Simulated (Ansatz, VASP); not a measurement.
## One calculation of ZrO2, two programs

```
Zr O
1.0
     0.00000    2.54342    2.54342
     2.54342    0.00000    2.54342
     2.54342    2.54342    0.00000
Zr O
1 2
Direct
  0.00000 0.00000 0.00000
  0.25000 0.25000 0.25000
  0.75000 0.75000 0.75000
```

Alike in both runs: task single point; functional PBE; k mesh 12 × 12 × 12; occupations gaussian, width 0.05 eV; no spin polarisation.

|  | VASP | Ansatz |
| --- | --- | --- |
| version | VASP 6.6.1 | Ansatz 0.2.0 |
| potentials or method | VASP PAW PBE potentials, release 64 (Zr_sv, O), cutoff 600 eV | scalar-relativistic, plane waves, PAW |
| valence electrons in the cell | 24 | 24 |

Ansatz gave:

| Quantity | Value |
| --- | --- |
| gap on the k mesh at the Fermi level (eV) | 3.37 |
| least direct gap on the mesh (eV) | 3.81 |
| pressure (GPa) | 4.2 |

Problem. Estimate VASP's values.

Solution. gap on the k mesh at the Fermi level (eV): 3.36; least direct gap on the mesh (eV): 3.80; pressure (GPa): 4.3.

The functional is the same, so the differences come from potentials, cutoffs and numerics.
